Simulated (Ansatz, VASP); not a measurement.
## Mo in VASP and in Ansatz

```
CELL_PARAMETERS angstrom
-1.60377 1.60377 1.48642
1.60377 -1.60377 1.48642
1.60377 1.60377 -1.48642
ATOMIC_POSITIONS crystal
Mo 0.00000 0.00000 0.00000
```

Change from the starting cell: strain +0.025 along x and y, -0.050 along z, atoms carried along.

Alike in both runs: task single point; functional PBEsol; k mesh 26 × 26 × 26; occupations gaussian, width 0.15 eV; no spin polarisation.

|  | VASP | Ansatz |
| --- | --- | --- |
| version | VASP 6.6.1 | Ansatz 0.2.0 |
| potentials or method | VASP PAW PBE potentials, release 64 (Mo_sv), cutoff 520 eV | scalar-relativistic, plane waves, PAW |
| valence electrons in the cell | 14 | 14 |

```tsv
	VASP	Ansatz	Ansatz less VASP
gap on the k mesh at the Fermi level (eV)	none	none	-
pressure (GPa)	2.0	1.4	-0.59
traceless stress, the component that is largest in VASP (GPa)	16.20	16.21	+0.002
```

VASP's potentials were made for PBE, not for PBEsol. A gap of «none» marks a metal or a gap that the smearing closes.
